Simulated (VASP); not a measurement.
# HfGe (Pm-3m) in VASP: a series of runs, part 2 of 2

VASP 6.6.1.

## (3) Relaxation of cell and atoms, PBE

This run uses another cell than the first one, of 21.45 Å³/atom, 1.144 times its volume.

INCAR reads:

```
SYSTEM = HfGe
  PREC = Accurate
  ENCUT = 600
  EDIFF = 1E-6
  ISMEAR = -1
  SIGMA = 0.05
  LREAL = .False.
  LASPH = .True.
  NELM = 100
  ALGO = Normal
  ISIF = 3
  LWAVE = .False.
  LCHARG = .False.
  GGA = PE
  IBRION = 2
  NSW = 60
  EDIFFG = -0.01
```

KPOINTS reads:

```
Automatic mesh
0
Gamma
  6 6 6
  0 0 0
```

POSCAR reads:

```
HfGe
1.0
    3.5008378700      0.0000000000      0.0000000000
    0.0000000000      3.5008378700      0.0000000000
    0.0000000000      0.0000000000      3.5008378700
Hf Ge
1 1
Direct
    0.0000000000      0.0000000000      0.0000000000
    0.5000000000      0.5000000000      0.5000000000
```

Potentials or basis: VASP PAW PBE potentials, release 64 (Hf_pv, Ge_d).

Started as:

```bash
$ cat potpaw_PBE.64/Hf_pv/POTCAR potpaw_PBE.64/Ge_d/POTCAR > POTCAR
$ mpirun -np 1 vasp_std > vasp.out
```

OUTCAR:

```text
SYSTEM = HfGe
   PREC = Accurate
   ENCUT = 600
   EDIFF = 1E-6
   ISMEAR = -1
   LREAL = .False.
   LASPH = .True.
   NELM = 100
   ISIF = 3
   GGA = PE
   IBRION = 2
   NSW = 60
   EDIFFG = -0.01

 ion  position               nearest neighbor table
   1  0.000  0.000  0.000-   2 3.03   2 3.03   2 3.03   2 3.03   2 3.03   2 3.03   2 3.03   2 3.03

   2  0.500  0.500  0.500-   1 3.03   1 3.03   1 3.03   1 3.03   1 3.03   1 3.03   1 3.03   1 3.03

  LATTYP: Found a simple cubic cell.
 ALAT       =     3.5008378700

  Lattice vectors:

 A1 = (   3.5008378700,   0.0000000000,   0.0000000000)
 A2 = (   0.0000000000,   3.5008378700,   0.0000000000)
 A3 = (   0.0000000000,   0.0000000000,   3.5008378700)

Analysis of symmetry for initial positions (statically):
=====================================================================
 Subroutine PRICEL returns:
 Original cell was already a primitive cell.

 Routine SETGRP: Setting up the symmetry group for a
 simple cubic supercell.

 Subroutine GETGRP returns: Found 48 space group operations
[... 9 lines left out ...]

 Routine SETGRP: Setting up the symmetry group for a
 simple cubic supercell.

 Subroutine GETGRP returns: Found 48 space group operations
[... 11 lines left out ...]
                                     Primitive cell

  volume of cell :      42.9058

  direct lattice vectors                    reciprocal lattice vectors
     3.500837870  0.000000000  0.000000000     0.285645905  0.000000000  0.000000000
     0.000000000  3.500837870  0.000000000     0.000000000  0.285645905  0.000000000
     0.000000000  0.000000000  3.500837870     0.000000000  0.000000000  0.285645905

  length of vectors
     3.500837870  3.500837870  3.500837870     0.285645905  0.285645905  0.285645905

  position of ions in fractional coordinates (direct lattice)
     0.000000000  0.000000000  0.000000000
     0.500000000  0.500000000  0.500000000

  ion indices of the primitive-cell ions
   primitive index   ion index
                 1           1
                 2           2

----------------------------------------------------------------------------------------

 KPOINTS: Automatic mesh

Automatic generation of k-mesh.
 Grid dimensions read from file:
 generate k-points for:    6    6    6

 Generating k-lattice:

  Cartesian coordinates                     Fractional coordinates (reciprocal lattice)
     0.047607651  0.000000000  0.000000000     0.166666667  0.000000000  0.000000000
     0.000000000  0.047607651  0.000000000     0.000000000  0.166666667  0.000000000
     0.000000000  0.000000000  0.047607651     0.000000000  0.000000000  0.166666667

  Length of vectors
     0.047607651  0.047607651  0.047607651

  Shift w.r.t. Gamma in fractional coordinates (k-lattice)
     0.000000000  0.000000000  0.000000000

 Subroutine IBZKPT returns following result:
 ===========================================

 Found     20 irreducible k-points:

 Following reciprocal coordinates:
            Coordinates               Weight
  0.000000  0.000000  0.000000      1.000000
  0.166667  0.000000  0.000000      6.000000
  0.333333  0.000000  0.000000      6.000000
  0.500000  0.000000  0.000000      3.000000
  0.166667  0.166667  0.000000     12.000000
  0.333333  0.166667  0.000000     24.000000
[... 12 lines left out ...]
  0.500000  0.500000  0.333333      6.000000
  0.500000  0.500000  0.500000      1.000000
   k-points           NKPTS =     20   k-points in BZ     NKDIM =     20   number of bands    NBANDS=     16
   number of dos      NEDOS =    301   number of ions     NIONS =      2
   total plane-waves  NPLWV =  21952
   dimension x,y,z NGX =    28 NGY =   28 NGZ =   28
   dimension x,y,z NGXF=    56 NGYF=   56 NGZF=   56
   ions per type =               1   1
   NGX,Y,Z   is equivalent  to a cutoff of  13.30, 13.30, 13.30 a.u.
   NGXF,Y,Z  is equivalent  to a cutoff of  26.59, 26.59, 26.59 a.u.
 SYSTEM =  HfGe
   PREC   = accura    normal or accurate (medium, high low for compatibility)
   ISTART =      0    job   : 0-new  1-cont  2-samecut
   ICHARG =      2    charge: 1-file 2-atom 10-const
   ISPIN  =      1    spin polarized calculation?
   LNONCOLLINEAR =      F non collinear calculations
   LSORBIT =      F    spin-orbit coupling
   LASPH  =      T    aspherical Exc in radial PAW
   ENCUT  =  600.0 eV  44.10 Ry    6.64 a.u.   6.99  6.99  6.99*2*pi/ulx,y,z
   NELM   =    100;   NELMIN=  2; NELMDL= -5     # of ELM steps
   EDIFF  = 0.1E-05   stopping-criterion for ELM
   LREAL  =      F    real-space projection
   EDIFFG = -.1E-01   stopping-criterion for IOM
   NSW    =     60    number of steps for IOM
   IBRION =      2    ionic relax: 0-MD 1-quasi-New 2-CG
   NFREE  =      1    steps in history (QN), initial steepest desc. (CG)
   ISIF   =      3    stress and relaxation
   ISYM   =      2    0-nonsym 1-usesym 2-fastsym
   POTIM  = 0.5000    time-step for ionic-motion
   TEBEG  =    0.0;   TEEND  =   0.0 temperature during run
   PSTRESS=    0.0 pullay stress
   NELECT =      24.0000    total number of electrons
   NUPDOWN=      -1.0000    fix difference up-down
   EMIN   =  10.00;   EMAX   =-10.00  energy-range for DOS
   EFERMI =   0.00;   METHOD = LEGACY
   ISMEAR =    -1;   SIGMA  =   0.05  broadening in eV -4-tet -1-fermi 0-gaus
   EFERMI_NEDOS =   21; number of points for ismear=-14 and -15
   IALGO  =     38    algorithm
   IMIX   =      4    mixing-type and parameters
     AMIX     =   0.40;   BMIX     =  1.00
     AMIX_MAG =   1.60;   BMIX_MAG =  1.00
  volume/ion in A,a.u.               =      21.45       144.77
  Fermi-wavevector in a.u.,A,eV,Ry     =   1.348880  2.549013 24.755483  1.819477
  Thomas-Fermi vector in A             =   2.476512
   LORBIT       =      0    0 simple, 1 ext, 2 COOP (PROOUT), +10 PAW based schemes
   GGA     = PE    functional components
   LHFCALC =     F    Hartree Fock is set to
   AEXX    =    0.0000 exact exchange contribution
   IVDW    =     0    specifies the selected vdW correction
   LEPSILON=     F    determine dielectric tensor
   LRPA    =     F    only Hartree local field effects (RPA)
 conjugate gradient relaxation of ions
 non-spin polarized calculation
  energy-cutoff  :      600.00
  volume of cell :       42.91
 maximum number of plane-waves:      1472
 NGX is ok and might be reduce to    28
   NGX = 13   NGY = 13   NGZ = 13

--------------------------------------- Ionic step        1  -------------------------------------------

 number of electron      23.9999985 magnetization

 Free energy of the ion-electron system (eV)
  ---------------------------------------------------
  ext. energy  EPLUGINS =         0.00000000
  ---------------------------------------------------
  free energy    TOTEN  =       -14.76985079 eV

  energy without entropy =      -14.74269442  energy(sigma->0) =      -14.75627261

------------------------ aborting loop because EDIFF is reached ----------------------------------------

  FORCE on cell =-STRESS in cart. coord.  units (eV):
  Direction    XX          YY          ZZ          XY          YZ          ZX
  --------------------------------------------------------------------------------------
  -------------------------------------------------------------------------------------
  Total       -3.2520268     -3.2520268     -3.2520268     -0.0000000      0.0000000      0.0000000
  in kB     -121.4363478   -121.4363478   -121.4363478     -0.0000000      0.0000000      0.0000000
  external PRESSURE =    -121.4363478 kB  Pullay stress =       0.0000000 kB
[... 93 lines left out ...]
  energy  without entropy=      -14.9837775775  energy(sigma->0) =      -14.99481776

--------------------------------------- Ionic step        4  -------------------------------------------

 number of electron      23.9999988 magnetization

 Free energy of the ion-electron system (eV)
  ---------------------------------------------------
  ext. energy  EPLUGINS =         0.00000000
  ---------------------------------------------------
  free energy    TOTEN  =       -15.00588988 eV

  energy without entropy =      -14.98393367  energy(sigma->0) =      -14.99491178

 E-fermi :   6.5956     XC(G=0): -11.7761

 val. band max:        6.5326086644   @ k =   0.1667   0.1667   0.0000
 cond. band min:       6.6059312429   @ k =   0.5000   0.1667   0.1667
 fundamental gap:      0.0733225785
 Fermi energy:         6.5956110782

 k-point     1 :       0.0000    0.0000    0.0000
  band No.  band energies     occupation
      1     -24.0170      2.00000
      2     -24.0170      2.00000
      3     -24.0170      2.00000
      4     -17.6818      2.00000
      5     -17.6818      2.00000
      6     -17.6650      2.00000
[... 8 lines left out ...]
     15      10.2218      0.00000
     16      10.2218      0.00000
[... 388 lines left out ...]
  FREE ENERGIE OF THE ION-ELECTRON SYSTEM (eV)
  ---------------------------------------------------
  free  energy   TOTEN  =       -15.0058898808 eV

  energy  without entropy=      -14.9839336717  energy(sigma->0) =      -14.99491178

 reached required accuracy - stopping structural energy minimisation
```

OSZICAR:

```text
N       E                     dE             d eps       ncg     rms          rms(c)
DAV:   1     0.128743737439E+03    0.12874E+03   -0.14223E+04   680   0.338E+03
DAV:   2    -0.317349363980E+01   -0.13192E+03   -0.13000E+03   688   0.516E+02
DAV:   3    -0.154926235925E+02   -0.12319E+02   -0.12150E+02   848   0.104E+02
[... 34 lines left out ...]
DAV:   2    -0.150063137109E+02    0.12230E-02   -0.20436E-03   816   0.783E-01    0.129E-01
DAV:   3    -0.150059465680E+02    0.36714E-03   -0.51430E-04   824   0.318E-01    0.455E-02
DAV:   4    -0.150058957601E+02    0.50808E-04   -0.42585E-05   848   0.689E-02    0.363E-02
DAV:   5    -0.150058892600E+02    0.65002E-05   -0.57008E-06   640   0.304E-02    0.133E-02
DAV:   6    -0.150058898808E+02   -0.62082E-06   -0.13042E-06   336   0.181E-02
   4 F= -.15005890E+02 E0= -.14994912E+02  d E =-.236039E+00
```

Wall time 22 s (1 thread of AMD EPYC 9R45 (Zen 5), shared host); peak memory 0.15 GiB.

What came out:

| Quantity | Value |
| --- | --- |
| Free energy | -15.0059 eV |
| Relaxed volume | 18.68 Å³/atom |
| Relaxed cell | a = 3.343 Å, b = 3.343 Å, c = 3.343 Å, α = 90.00°, β = 90.00°, γ = 90.00° |
| Space group after relaxing (to 0.05 Å) | Pm-3m (No. 221) |
| Energy gained by relaxing | 118.0 meV/atom |
| Ionic steps | 4 |
| Pressure after relaxing | 0.0 GPa |
| Band gap on the k mesh | zero (band 12 reaches 8.44 eV, above the bottom of band 13 at 6.11 eV) |

Step by step:
```tsv
step	energy change (eV)	largest force (eV/Å)	pressure (GPa)	volume (Å³)
1	0.0000	0.0000	-12.14	42.91
2	-0.0611	0.0000	16.31	33.58
3	-0.2360	0.0000	-0.41	37.47
4	-0.2360	0.0000	0.02	37.35
```

Final structure:
```cif
data_structure
_symmetry_space_group_name_H-M 'P 1'
_symmetry_Int_Tables_number 1
_cell_length_a 3.3428
_cell_length_b 3.3428
_cell_length_c 3.3428
_cell_angle_alpha 90.000
_cell_angle_beta 90.000
_cell_angle_gamma 90.000
_cell_volume 37.35
loop_
_atom_site_label
_atom_site_type_symbol
_atom_site_fract_x
_atom_site_fract_y
_atom_site_fract_z
_atom_site_occupancy
Hf1 Hf 0.00000 0.00000 0.00000 1
Ge1 Ge 0.50000 0.50000 0.50000 1
```

Caveat: spin-orbit coupling is left out, which moves the levels of the heavy elements.

## (4) Single point, RPBE

This run uses another cell than the first one, of 19.28 Å³/atom, 1.028 times its volume.

INCAR reads:

```
SYSTEM = HfGe
  PREC = Accurate
  ENCUT = 520
  EDIFF = 1E-6
  ISMEAR = -1
  SIGMA = 0.05
  LREAL = .FALSE.
  LASPH = .TRUE.
  NELM = 80
  ALGO = Normal
  ISIF = 2
  LWAVE = .FALSE.
  LCHARG = .FALSE.
  GGA = RP
  NBANDS = 19
```

KPOINTS reads:

```
Automatic mesh
0
G
  8 8 8
  0 0 0
```

POSCAR reads:

```
HfGe
1.0
    3.3786032682      0.0000000000      0.0000000000
    0.0000000000      3.3786032682      0.0000000000
    0.0000000000      0.0000000000      3.3786032682
Hf Ge
1 1
Direct
    0.0000000000      0.0000000000      0.0000000000
    0.5000000000      0.5000000000      0.5000000000
```

Started as:

```bash
$ cat potpaw_PBE.64/Hf_pv/POTCAR potpaw_PBE.64/Ge_d/POTCAR > POTCAR
$ mpirun -np 1 vasp_std > vasp.out
```

It took 26 s on 1 thread of Intel Xeon Platinum 8259CL at 2.50GHz (Skylake/Cascade Lake), shared host; peak memory 0.17 GiB.

Results (log left out):

| Property | Result |
| --- | --- |
| Free energy | -14.1588 eV |
| Pressure | -0.3 GPa |
| Band gap on the k mesh | zero (band 12 reaches 8.24 eV, above the bottom of band 13 at 5.98 eV) |

Levels at points of the mesh, in eV from the Fermi level:
| k point | band 8 | band 9 | band 10 | band 11 | band 12 | band 13 | band 14 | band 15 | band 16 | band 17 |
| --- | --- | --- | --- | --- | --- | --- | --- | --- | --- | --- |
| (0.00, 0.00, 0.00) | -24.17 | -11.33 | -1.43 | -1.43 | 1.83 | 1.83 | 1.83 | 3.50 | 3.50 | 3.50 |
| (0.50, 0.00, 0.00) | -24.15 | -8.74 | -6.28 | -0.55 | -0.42 | -0.42 | 3.82 | 4.93 | 6.47 | 7.37 |
| (0.50, 0.50, 0.00) | -24.14 | -8.28 | -2.97 | -2.97 | -1.83 | 1.62 | 1.62 | 3.97 | 3.99 | 5.27 |
| (0.50, 0.50, 0.50) | -24.13 | -5.77 | -4.23 | -4.23 | -4.23 | 3.56 | 3.56 | 3.56 | 5.43 | 5.43 |

Caveat: the PAW data sets were made with another functional, which shifts forces and pressure a little; spin-orbit coupling is left out, which moves the levels of the heavy elements.

## (5) Single point, RPBE

This run uses another cell than the first one, of 21.45 Å³/atom, 1.144 times its volume.

INCAR reads:

```
ALGO     = Normal         # electronic algorithm
EDIFF    = 1E-6           # SCF threshold, eV
ENCUT    = 520            # plane-wave cutoff, eV
GGA      = RP             # functional
ISIF     = 2              # what is computed and relaxed
ISMEAR   = -1             # smearing method
LASPH    = True           # aspherical terms in the spheres
LCHARG   = False          # write CHGCAR
LREAL    = False          # projectors in reciprocal space
LWAVE    = False          # write WAVECAR
NBANDS   = 19             # bands
NELM     = 100            # most SCF steps
PREC     = Accurate       # precision mode
SIGMA    = 0.05           # smearing width, eV
```

KPOINTS reads:

```
k-points
0
Gamma
  8 8 8
```

POSCAR reads:

```
HfGe
1.0
    3.5008378700      0.0000000000      0.0000000000
    0.0000000000      3.5008378700      0.0000000000
    0.0000000000      0.0000000000      3.5008378700
Hf Ge
1 1
Direct
    0.0000000000      0.0000000000      0.0000000000
    0.5000000000      0.5000000000      0.5000000000
```

Started as:

```bash
$ cat potpaw_PBE.64/Hf_pv/POTCAR potpaw_PBE.64/Ge_d/POTCAR > POTCAR
$ mpirun -np 1 vasp_std > vasp.out
```

Run time: 35 s. Hardware: 1 thread of Intel Xeon Platinum 8259CL at 2.50GHz (Skylake/Cascade Lake), shared host; peak memory 0.17 GiB.

Results (log left out):

| Quantity | Value |
| --- | --- |
| Free energy | -14.0143 eV |
| Pressure | -9.4 GPa |
| Band gap on the k mesh | zero (band 12 reaches 7.14 eV, above the bottom of band 13 at 5.17 eV) |

Levels at points of the mesh, in eV from the Fermi level:
| k point | band 8 | band 9 | band 10 | band 11 | band 12 | band 13 | band 14 | band 15 | band 16 | band 17 |
| --- | --- | --- | --- | --- | --- | --- | --- | --- | --- | --- |
| (0.00, 0.00, 0.00) | -24.14 | -10.69 | -1.20 | -1.20 | 1.62 | 1.62 | 1.62 | 3.08 | 3.08 | 3.08 |
| (0.50, 0.00, 0.00) | -24.13 | -8.48 | -5.82 | -0.42 | -0.35 | -0.35 | 3.35 | 4.28 | 6.40 | 6.43 |
| (0.50, 0.50, 0.00) | -24.12 | -7.93 | -2.79 | -2.79 | -1.74 | 1.49 | 1.49 | 3.27 | 3.61 | 4.57 |
| (0.50, 0.50, 0.50) | -24.12 | -5.89 | -3.75 | -3.75 | -3.75 | 3.15 | 3.15 | 3.15 | 4.70 | 4.70 |

Caveat: the PAW data sets were made with another functional, which shifts forces and pressure a little; spin-orbit coupling is left out, which moves the levels of the heavy elements.

## (6) Overview

| task | level | cell | k mesh | cutoff (eV) | gap on the mesh (eV) | pressure (GPa) |
| --- | --- | --- | --- | --- | --- | --- |
| single point | PBE | a = 3.348 Å, 2 atoms | 6 × 6 × 6 | 520 | none | -0.3 |
| relaxation of cell and atoms | PBE | relaxed from a = 3.501 Å, 2 atoms | 6 × 6 × 6 | 600 | none | 0.0 |
| single point | RPBE | a = 3.379 Å, 2 atoms | 8 × 8 × 8 | 520 | none | -0.3 |
| single point | RPBE | a = 3.501 Å, 2 atoms | 8 × 8 × 8 | 520 | none | -9.4 |

Alike in all rows: potentials or basis VASP PAW PBE potentials, release 64 (Hf_pv, Ge_d); no spin polarisation; smearing fermi-dirac 0.05 eV.

Caveats: spin-orbit coupling is left out, which moves the levels of the heavy elements; the PAW data sets were made with another functional, which shifts forces and pressure a little (some runs).

Total energies depend on the potentials used, so only differences within one code and one set of settings carry meaning.
